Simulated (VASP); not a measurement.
Input of a VASP 6.6.1 run:

POSCAR

```
Hf3Si4
1.0
    3.7751575191      0.0000000000      0.0000000000
    0.0000000000      5.2250393615      0.0000000000
    0.0000000000      0.0000000000     25.8825949176
Si Hf
8 6
Direct
    0.2500000000      0.8609393239      0.2897700182
    0.7500000000      0.1390606761      0.3125006728
    0.2500000000      0.6390606761      0.4223464545
    0.7500000000      0.3609393239      0.4450771092
    0.2500000000      0.8609393239      0.5549228908
    0.7500000000      0.1390606761      0.5776535455
    0.2500000000      0.6390606761      0.6874993272
    0.7500000000      0.3609393239      0.7102299818
    0.7500000000      0.6261301679      0.3476998689
    0.2500000000      0.1261301679      0.3871472584
    0.7500000000      0.8738698321      0.4802763052
    0.2500000000      0.3738698321      0.5197236948
    0.7500000000      0.6261301679      0.6128527416
    0.2500000000      0.1261301679      0.6523001311
```

INCAR.step1

```
SYSTEM = Hf3Si4
PREC     = Accurate       ! precision mode
ENCUT    = 440            ! plane-wave cutoff, eV
ISMEAR   = 0              ! smearing method
SIGMA    = 0.1            ! smearing width, eV
LREAL    = .FALSE.        ! projectors in reciprocal space
LASPH    = .TRUE.         ! aspherical terms in the spheres
NELM     = 120            ! most SCF steps
LDIPOL   = .TRUE.       
IDIPOL   = 3            
DIPOL    = 0.5 0.5 0.500
NBANDS   = 59             ! bands
GGA      = PE             ! functional
ALGO     = Normal         ! electronic algorithm
EDIFF    = 1E-5           ! SCF threshold, eV
LWAVE    = .TRUE.         ! write WAVECAR
LCHARG   = .FALSE.        ! write CHGCAR
GGA_COMPAT= .FALSE.      
NELMDL   = -8
```

The input INCAR.step2:

```
SYSTEM = Hf3Si4
PREC     = Accurate       ! precision mode
ENCUT    = 440            ! plane-wave cutoff, eV
EDIFF    = 1E-6           ! SCF threshold, eV
ISMEAR   = 0              ! smearing method
SIGMA    = 0.1            ! smearing width, eV
LREAL    = .FALSE.        ! projectors in reciprocal space
LASPH    = .TRUE.         ! aspherical terms in the spheres
NELM     = 120            ! most SCF steps
ALGO     = Normal         ! electronic algorithm
ISIF     = 2              ! what is computed and relaxed
LWAVE    = .FALSE.        ! write WAVECAR
LCHARG   = .TRUE.         ! write CHGCAR
LDIPOL   = .TRUE.       
IDIPOL   = 3            
DIPOL    = 0.5 0.5 0.500
METAGGA  = R2SCAN         ! meta-GGA
LMIXTAU  = .TRUE.       
LELF     = .TRUE.         ! ELF
LVHAR    = .TRUE.       
LVACPOTAV= .TRUE.       
NBANDS   = 59             ! bands
ISTART   = 1            
GGA_COMPAT= .FALSE.
```

The input KPOINTS:

```
regular mesh
0
G
  9 7 1
  0 0 0
```

Potentials or basis: VASP PAW PBE potentials, release 64 (Si, Hf_pv).

The run is started by

```bash
$ cat potpaw_PBE.64/Si/POTCAR potpaw_PBE.64/Hf_pv/POTCAR > POTCAR
$ cp INCAR.step1 INCAR
$ mpirun -np 1 vasp_std > vasp.out
$ cp INCAR.step2 INCAR
$ mpirun -np 1 vasp_std > vasp.out
```

Estimate the band gap on the k mesh.

zero (bands 46 and 47 overlap by 0.41 eV).

Estimate the largest force.

1.122 eV/Å.

Forces on the atoms (eV/Å):
```
Si   0.000  0.737  0.057
Si   0.000 -0.271 -1.089
Si   0.000 -0.115 -0.139
Si   0.000  0.053 -0.010
Si   0.000  0.053  0.010
Si   0.000 -0.115  0.139
Si   0.000 -0.271  1.089
Si   0.000  0.737 -0.057
Hf   0.000 -0.196  0.470
Hf   0.000 -0.271  0.842
Hf   0.000  0.063 -0.076
Hf   0.000  0.063  0.076
Hf   0.000 -0.271 -0.842
Hf   0.000 -0.196 -0.470
```

Caveat: the PAW data sets were made with another functional, which shifts forces and pressure a little; spin-orbit coupling is left out, which moves the levels of the heavy elements.
